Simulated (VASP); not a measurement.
Input of a VASP 6.6.1 run:

File POSCAR:

```
TiO2
1.0
   -1.8777404854      1.8777404854      4.6579775086
    1.8777404854     -1.8777404854      4.6579775086
    1.8777404854      1.8777404854     -4.6579775086
Ti O
2 4
Direct
    0.0000000000      0.0000000000      0.0000000000
    0.7500000000      0.2500000000      0.5000000000
    0.9608160841      0.4608160841      0.5000000000
    0.2108160841      0.2108160841      0.0000000000
    0.5391839159      0.0391839159      0.5000000000
    0.7891839159      0.7891839159      0.0000000000
```

File INCAR.step1:

```
PREC = Accurate
ENCUT = 520
ISMEAR = 0
SIGMA = 0.02
LREAL = False
LASPH = True
NELM = 60
NBANDS = 33
GGA = PE
ALGO = Normal
EDIFF = 1E-4
LWAVE = True
LCHARG = False
```

File INCAR.step2:

```
PREC = Accurate
ENCUT = 520
EDIFF = 1E-6
ISMEAR = 0
SIGMA = 0.02
LREAL = False
LASPH = True
NELM = 60
ALGO = Normal
ISIF = 2
LWAVE = False
LCHARG = True
METAGGA = R2SCAN
LMIXTAU = True
LELF = True
LVHAR = True
NBANDS = 33
ISTART = 1
```

Contents of KPOINTS:

```
regular mesh
0
Gamma
  8 8 8
```

Potentials or basis: VASP PAW PBE potentials, release 64 (Ti_sv, O).

The run is started by

```sh
$ cat potpaw_PBE.64/Ti_sv/POTCAR potpaw_PBE.64/O/POTCAR > POTCAR
$ cp INCAR.step1 INCAR
$ mpirun -np 1 vasp_std > vasp.out
$ cp INCAR.step2 INCAR
$ mpirun -np 1 vasp_std > vasp.out
```

Q: What does it give for the largest force?

A: 0.037 eV/Å.

Q: What does it give for the pressure?

A: 9.4 GPa.

Forces in eV/Å, atoms in the order of the input:
```
Ti   0.000  0.000  0.000
Ti   0.000  0.000  0.000
O    0.000  0.000  0.037
O    0.000  0.000  0.037
O    0.000  0.000 -0.037
O    0.000  0.000 -0.037
```

Caveat: the PAW data sets were made with another functional, which shifts forces and pressure a little.
